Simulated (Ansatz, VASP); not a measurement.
## Si3F2: VASP beside Ansatz

```
CELL_PARAMETERS angstrom
1.60852 0.92868 7.45630
-1.60852 0.92868 7.45630
0.00000 -1.85736 7.45630
ATOMIC_POSITIONS crystal
Si 0.00000 0.00000 0.00000
Si 0.20950 0.20950 0.20950
Si 0.79050 0.79050 0.79050
F 0.40000 0.40000 0.40000
F 0.60000 0.60000 0.60000
```

Alike in both runs: task relaxation of cell and atoms; functional PBE; k mesh 6 × 6 × 6; occupations gaussian, width 0.1 eV; no spin polarisation.

|  | VASP | Ansatz |
| --- | --- | --- |
| version | VASP 6.6.1 | Ansatz 0.2.0 |
| potentials or method | VASP PAW PBE potentials, release 64 (Si, F), cutoff 600 eV | scalar-relativistic, plane waves, PAW |
| valence electrons in the cell | 26 | 26 |

```tsv
	VASP	Ansatz	Ansatz less VASP
relaxed volume (Å³/atom)	18.79	13.51	-5.274
relaxed cell length with the largest relative difference (Å)	8.038	9.711	+1.6738
```

One of these differences is far larger than is usual between the two programs; its cause wasn't traced.

Noted on VASP's run: the volume moved by over 15 % at a fixed basis, so the end points are rough.
